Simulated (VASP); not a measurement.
Input of a VASP 6.6.1 run:

Contents of INCAR:

```
PREC = Accurate
ENCUT = 600
EDIFF = 1E-6
ISMEAR = 0
SIGMA = 0.1
LREAL = F
LASPH = T
NELM = 80
ALGO = Normal
ISIF = 3
LWAVE = F
LCHARG = F
GGA = PS
IBRION = 2
NSW = 65
EDIFFG = -0.01
```

KPOINTS

```
Automatic mesh
0
Gamma
  12 12 3
```

POSCAR

```
SbPt
1.0
    3.8577735199      0.0000000000      0.0000000000
   -1.9288867599      3.3409298702      0.0000000000
    0.0000000000      0.0000000000     12.7049933084
Pt Sb
4 4
Direct
    0.0000000000      0.0000000000      0.0000000000
    0.3333333333      0.6666666667      0.2500000000
    0.0000000000      0.0000000000      0.5000000000
    0.6666666667      0.3333333333      0.7500000000
    0.6666666667      0.3333333333      0.1250000000
    0.6666666667      0.3333333333      0.3750000000
    0.3333333333      0.6666666667      0.6250000000
    0.3333333333      0.6666666667      0.8750000000
```

Potentials or basis: VASP PAW PBE potentials, release 64 (Pt, Sb).

The run is started by

```bash
$ cat potpaw_PBE.64/Pt/POTCAR potpaw_PBE.64/Sb/POTCAR > POTCAR
$ mpirun -np 1 vasp_std > vasp.out
```

(1) Predict the relaxed volume.

(2) What does it give for the space group after relaxing (to 0.1 Å)?

(3) Estimate the band gap on the k mesh.

(4) Predict the relaxed cell.

Results:

(1) 20.59 Å³/atom.

(2) P6_3/mmc (No. 194).

(3) zero (bands 30 and 31 overlap by 3.30 eV).

(4) a = 3.752 Å, b = 3.752 Å, c = 13.509 Å, α = 90.00°, β = 90.00°, γ = 120.00°.

Caveat: the PAW data sets were made with another functional, which shifts forces and pressure a little; spin-orbit coupling is left out, which moves the levels of the heavy elements.
